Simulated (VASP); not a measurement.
# C (P6_3/mmc) in VASP: notebook, part 3 of 4

VASP 6.6.1. The steps go on from the part before.

### Step 4. Relaxation of cell and atoms, PBE+D3(BJ)

This run uses another cell than the first one, of 8.74 Å³/atom.

INCAR

```
ALGO     = Normal         # electronic algorithm
EDIFF    = 1E-7           # SCF threshold, eV
EDIFFG   = -0.002         # ionic threshold
ENCUT    = 600            # plane-wave cutoff, eV
GGA      = PE             # functional
GGA_COMPAT= F            
IBRION   = 2              # ionic algorithm
ISIF     = 3              # what is computed and relaxed
ISMEAR   = 0              # smearing method
IVDW     = 12             # dispersion correction
LASPH    = T              # aspherical terms in the spheres
LCHARG   = F              # write CHGCAR
LREAL    = F              # projectors in reciprocal space
LWAVE    = F              # write WAVECAR
NELM     = 120            # most SCF steps
NELMIN   = 4            
NSW      = 100            # ionic steps
PREC     = Accurate       # precision mode
SIGMA    = 0.1            # smearing width, eV
```

KPOINTS

```
k-points
0
Gamma
  27 27 10
```

POSCAR

```
C
1.0
    2.4560000000      0.0000000000      0.0000000000
   -1.2280000000      2.1269583917      0.0000000000
    0.0000000000      0.0000000000      6.6960000000
C
4
Direct
    0.0000000000      0.0000000000      0.7500000000
    0.0000000000      0.0000000000      0.2500000000
    0.3333333333      0.6666666667      0.7500000000
    0.6666666667      0.3333333333      0.2500000000
```

Potentials or basis: VASP PAW PBE potentials, release 64 (C).

Launch:

```
cat potpaw_PBE.64/C/POTCAR > POTCAR
mpirun -np 1 vasp_std > vasp.out
```

OUTCAR:

```text
EDIFF = 1E-7
   EDIFFG = -0.002
   ENCUT = 600
   GGA = PE
   IBRION = 2
   ISIF = 3
   ISMEAR = 0
   IVDW = 12
   LASPH = T
   LREAL = F
   NELM = 120
   NELMIN = 4
   NSW = 100
   PREC = Accurate
 IVDW          = 12

 ion  position               nearest neighbor table
   1  0.000  0.000  0.750-   3 1.42   3 1.42   3 1.42
   2  0.000  0.000  0.250-   4 1.42   4 1.42   4 1.42
   3  0.333  0.667  0.750-   1 1.42   1 1.42   1 1.42
   4  0.667  0.333  0.250-   2 1.42   2 1.42   2 1.42

  LATTYP: Found a hexagonal cell.
 ALAT       =     2.4560000000
 C/A-ratio  =     2.7263843648

  Lattice vectors:

 A1 = (   2.4560000000,   0.0000000000,   0.0000000000)
 A2 = (  -1.2280000000,   2.1269583917,   0.0000000000)
 A3 = (   0.0000000000,   0.0000000000,   6.6960000000)

Analysis of symmetry for initial positions (statically):
=====================================================================
 Subroutine PRICEL returns:
 Original cell was already a primitive cell.

 Routine SETGRP: Setting up the symmetry group for a
 hexagonal supercell.

 Subroutine GETGRP returns: Found 24 space group operations
 (whereof 12 operations were pure point group operations)
 out of a pool of 24 trial point group operations.

The static configuration has the point symmetry D_3d.
 The point group associated with its full space group is D_6h.

Analysis of symmetry for dynamics (positions and initial velocities):
=====================================================================
 Subroutine PRICEL returns:
 Original cell was already a primitive cell.

 Routine SETGRP: Setting up the symmetry group for a
 hexagonal supercell.

 Subroutine GETGRP returns: Found 24 space group operations
 (whereof 12 operations were pure point group operations)
 out of a pool of 24 trial point group operations.

The dynamic configuration has the point symmetry D_3d.
 The point group associated with its full space group is D_6h.

 Subroutine INISYM returns: Found 24 space group operations
 (whereof 12 operations are pure point group operations),
 and found     1 'primitive' translations

----------------------------------------------------------------------------------------

                                     Primitive cell

  volume of cell :      34.9786

  direct lattice vectors                    reciprocal lattice vectors
     2.456000000  0.000000000  0.000000000     0.407166124  0.235077471  0.000000000
    -1.228000000  2.126958392  0.000000000     0.000000000  0.470154942  0.000000000
     0.000000000  0.000000000  6.696000000     0.000000000  0.000000000  0.149342891

  length of vectors
     2.456000000  2.456000000  6.696000000     0.470154942  0.470154942  0.149342891

  position of ions in fractional coordinates (direct lattice)
     0.000000000  0.000000000  0.750000000
     0.000000000  0.000000000  0.250000000
     0.333333333  0.666666667  0.750000000
     0.666666667  0.333333333  0.250000000

  ion indices of the primitive-cell ions
   primitive index   ion index
                 1           1
                 2           2
                 3           3
                 4           4

----------------------------------------------------------------------------------------

 KPOINTS: k-points

Automatic generation of k-mesh.
 Grid dimensions read from file:
 generate k-points for:   27   27   10

 Generating k-lattice:

  Cartesian coordinates                     Fractional coordinates (reciprocal lattice)
     0.015080227  0.008706573  0.000000000     0.037037037  0.000000000  0.000000000
     0.000000000  0.017413146  0.000000000     0.000000000  0.037037037  0.000000000
     0.000000000  0.000000000  0.014934289     0.000000000  0.000000000  0.100000000

  Length of vectors
     0.017413146  0.017413146  0.014934289

  Shift w.r.t. Gamma in fractional coordinates (k-lattice)
     0.000000000  0.000000000  0.000000000

 Subroutine IBZKPT returns following result:
 ===========================================

 Found    450 irreducible k-points:

 Following reciprocal coordinates:
            Coordinates               Weight
  0.000000  0.000000  0.000000      1.000000
  0.037037  0.000000  0.000000      6.000000
  0.074074  0.000000  0.000000      6.000000
  0.111111 -0.000000  0.000000      6.000000
  0.148148  0.000000  0.000000      6.000000
  0.185185 -0.000000  0.000000      6.000000
[... 16 lines left out ...]
  0.333333  0.037037  0.000000     12.000000
  0.370370  0.037037  0.000000     12.000000
 [... further k-points ...]
   k-points           NKPTS =    450   k-points in BZ     NKDIM =    450   number of bands    NBANDS=     12
   number of dos      NEDOS =    301   number of ions     NIONS =      4
   total plane-waves  NPLWV =  21600
   dimension x,y,z NGX =    20 NGY =   20 NGZ =   54
   dimension x,y,z NGXF=    40 NGYF=   40 NGZF=  108
   ions per type =               4
   NGX,Y,Z   is equivalent  to a cutoff of  13.54, 13.54, 13.41 a.u.
   NGXF,Y,Z  is equivalent  to a cutoff of  27.08, 27.08, 26.81 a.u.
 SYSTEM =  unknown system
   PREC   = accura    normal or accurate (medium, high low for compatibility)
   ISTART =      0    job   : 0-new  1-cont  2-samecut
   ICHARG =      2    charge: 1-file 2-atom 10-const
   ISPIN  =      1    spin polarized calculation?
   LNONCOLLINEAR =      F non collinear calculations
   LSORBIT =      F    spin-orbit coupling
   LASPH  =      T    aspherical Exc in radial PAW
   ENCUT  =  600.0 eV  44.10 Ry    6.64 a.u.   4.91  4.91 13.37*2*pi/ulx,y,z
   NELM   =    120;   NELMIN=  4; NELMDL= -5     # of ELM steps
   EDIFF  = 0.1E-06   stopping-criterion for ELM
   LREAL  =      F    real-space projection
   EDIFFG = -.2E-02   stopping-criterion for IOM
   NSW    =    100    number of steps for IOM
   IBRION =      2    ionic relax: 0-MD 1-quasi-New 2-CG
   NFREE  =      1    steps in history (QN), initial steepest desc. (CG)
   ISIF   =      3    stress and relaxation
   ISYM   =      2    0-nonsym 1-usesym 2-fastsym
   POTIM  = 0.5000    time-step for ionic-motion
   TEBEG  =    0.0;   TEEND  =   0.0 temperature during run
   PSTRESS=    0.0 pullay stress
   NELECT =      16.0000    total number of electrons
   NUPDOWN=      -1.0000    fix difference up-down
   EMIN   =  10.00;   EMAX   =-10.00  energy-range for DOS
   EFERMI =   0.00;   METHOD = LEGACY
   ISMEAR =     0;   SIGMA  =   0.10  broadening in eV -4-tet -1-fermi 0-gaus
   EFERMI_NEDOS =   21; number of points for ismear=-14 and -15
   IALGO  =     38    algorithm
   IMIX   =      4    mixing-type and parameters
     AMIX     =   0.40;   BMIX     =  1.00
     AMIX_MAG =   1.60;   BMIX_MAG =  1.00
  volume/ion in A,a.u.               =       8.74        59.01
  Fermi-wavevector in a.u.,A,eV,Ry     =   1.261384  2.383670 21.648079  1.591089
  Thomas-Fermi vector in A             =   2.394846
   LORBIT       =      0    0 simple, 1 ext, 2 COOP (PROOUT), +10 PAW based schemes
   GGA     = PE    functional components
   LHFCALC =     F    Hartree Fock is set to
   AEXX    =    0.0000 exact exchange contribution
   IVDW    =    12    specifies the selected vdW correction
   LEPSILON=     F    determine dielectric tensor
   LRPA    =     F    only Hartree local field effects (RPA)
 conjugate gradient relaxation of ions
 non-spin polarized calculation
 Gauss-broadening in eV      SIGMA  =   0.10
  energy-cutoff  :      600.00
  volume of cell :       34.98
 maximum number of plane-waves:      1194
 NGX is ok and might be reduce to    20
   NGX =  9   NGY =  9   NGZ = 27

--------------------------------------- Ionic step        1  -------------------------------------------

 number of electron      16.0000002 magnetization

 Free energy of the ion-electron system (eV)
  ---------------------------------------------------
  ext. energy  EPLUGINS =         0.00000000
  ---------------------------------------------------
  free energy    TOTEN  =       -36.84721985 eV

  energy without entropy =      -36.84688287  energy(sigma->0) =      -36.84705136

------------------------ aborting loop because EDIFF is reached ----------------------------------------

 Edisp (eV)   -0.62732

 E8    (eV) :    -0.1778
[... 243 lines left out ...]
--------------------------------------- Ionic step        7  -------------------------------------------

 number of electron      16.0000001 magnetization

 Free energy of the ion-electron system (eV)
  ---------------------------------------------------
  ext. energy  EPLUGINS =         0.00000000
  ---------------------------------------------------
  free energy    TOTEN  =       -36.85057897 eV

  energy without entropy =      -36.85024234  energy(sigma->0) =      -36.85041065

 E-fermi :   4.7027     XC(G=0): -10.3483

 val. band max:        4.6996573795   @ k =   0.3333   0.3333   0.5000
 cond. band min:       4.7083391642   @ k =   0.3333   0.3333   0.3000
 fundamental gap:      0.0086817847
 Fermi energy:         4.7026643161

 k-point     1 :       0.0000    0.0000    0.0000
  band No.  band energies     occupation
      1     -14.9455      2.00000
      2     -14.6367      2.00000
      3      -3.8194      2.00000
      4      -1.8149      2.00000
      5       1.6905      2.00000
      6       1.6905      2.00000
      7       1.7096      2.00000
      8       1.7096      2.00000
      9       9.0288      0.00000
     10      13.0279      0.00000
     11      13.0279      0.00000
     12      13.0816      0.00000
[... 331 lines left out ...]
 k-point    24 :       0.3704    0.0370    0.0000
  band No.  band energies     occupation
      1     -11.3986      2.00000
      2     -11.1558      2.00000
      3      -6.3845      2.00000
      4      -6.2257      2.00000
      5      -1.5310      2.00000
      6      -1.4721      2.00000
      7       0.3404      2.00000
      8       1.8755      2.00000
      9       7.6954      0.00000
     10       8.6997      0.00000
     11      12.2105      0.00000
     12      12.5705      0.00000

 [... further k-points ...]

------------------------ aborting loop because EDIFF is reached ----------------------------------------

 Edisp (eV)   -0.62814

 E8    (eV) :    -0.1781
[... 27 lines left out ...]
  FREE ENERGIE OF THE ION-ELECTRON SYSTEM (eV)
  ---------------------------------------------------
  free  energy   TOTEN  =       -37.4787196163 eV

  energy  without entropy=      -37.4783829934  energy(sigma->0) =      -37.47855130

 reached required accuracy - stopping structural energy minimisation
```

Wall time 14 min (1 thread of Oxide Virtual Turin-like, shared host); peak memory 0.27 GiB.

Results:

| Item | Value |
| --- | --- |
| Free energy | -37.4787 eV |
| Relaxed volume | 8.80 Å³/atom |
| Relaxed cell | a = 2.465 Å, b = 2.465 Å, c = 6.685 Å, α = 90.00°, β = 90.00°, γ = 120.00° |
| Space group after relaxing (to 0.1 Å) | P6_3/mmc (No. 194) |
| Energy gained by relaxing | 1.0 meV/atom |
| Ionic steps | 7 |
| Pressure after relaxing | 0.0 GPa |
| Band gap on the k mesh | zero (bands 8 and 9 overlap by 0.03 eV) |
| Dispersion energy per atom | -0.157 eV |

The path:
| step | energy change (eV) | largest force (eV/Å) | pressure (GPa) | volume (Å³) |
| --- | --- | --- | --- | --- |
| 1 | 0.0000 | 0.0000 | 3.34 | 34.98 |
| 2 | 0.0212 | 0.0000 | -7.90 | 35.91 |
| 3 | -0.0042 | 0.0000 | -0.05 | 35.24 |
| 4 | -0.0042 | 0.0000 | 0.01 | 35.24 |
| 5 | -0.0042 | 0.0000 | 0.01 | 35.23 |
| 6 | -0.0042 | 0.0000 | 0.02 | 35.22 |
| 7 | -0.0042 | 0.0000 | 0.02 | 35.18 |

Final structure:
```
C
1.0
     2.46522    0.00000    0.00000
    -1.23261    2.13494    0.00000
     0.00000    0.00000    6.68492
C
4
Direct
  0.00000 0.00000 0.75000
  0.00000 0.00000 0.25000
  0.33333 0.66667 0.75000
  0.66667 0.33333 0.25000
```

Zero-point motion and thermal expansion aren't in these numbers.

[end of part 3 of 4]

The gap in the log of VASP goes by the Fermi energy; the results here count the filled bands.